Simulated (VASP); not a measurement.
Sn: single point with PBE

Crystal: Sn.

```
CELL_PARAMETERS angstrom
-2.94014 2.94014 1.59930
2.94014 -2.94014 1.59930
2.94014 2.94014 -1.59930
ATOMIC_POSITIONS crystal
Sn 0.00000 0.00000 0.00000
Sn 0.75000 0.25000 0.50000
```

```
Program             : VASP 6.6.1
Task                : single point
Functional          : PBE
Potentials or basis : VASP PAW PBE potentials, release 64 (Sn_d)
Cutoff              : 520 eV
k mesh              : 8 × 8 × 8
Occupations         : gaussian, width 0.1 eV
Spin                : no spin polarisation
```

```yaml
Pressure: 1.4 GPa
Band_gap_on_the_k_mesh: zero (band 14 reaches 9.35 eV, above the bottom of band 15 at 5.75 eV)
```

Stress tensor (GPa, compression positive):
```
0.89 0.00 0.00
0.00 0.89 0.00
0.00 0.00 2.35
```

Levels at points of the mesh, in eV from the Fermi level:
```
           k point  band 12  band 13  band 14  band 15  band 16  band 17
(0.00, 0.00, 0.00)    -3.68    -1.91    -1.91     3.02     6.14     6.14
(0.50, 0.00, 0.00)    -5.31    -2.30    -1.64    -1.08     2.29     2.83
(0.50, 0.50, 0.00)    -8.77     0.61     0.61     1.56     1.56     5.99
(0.50, 0.50, 0.50)    -7.48    -4.68    -4.68     5.03     5.03     9.21
```

It took 58 s on 1 thread of Intel(R) Xeon(R) Platinum 8488C (Sapphire Rapids), on a shared host, peak memory 0.22 GiB.

Caveat: spin-orbit coupling is left out, which moves the levels of the heavy elements.
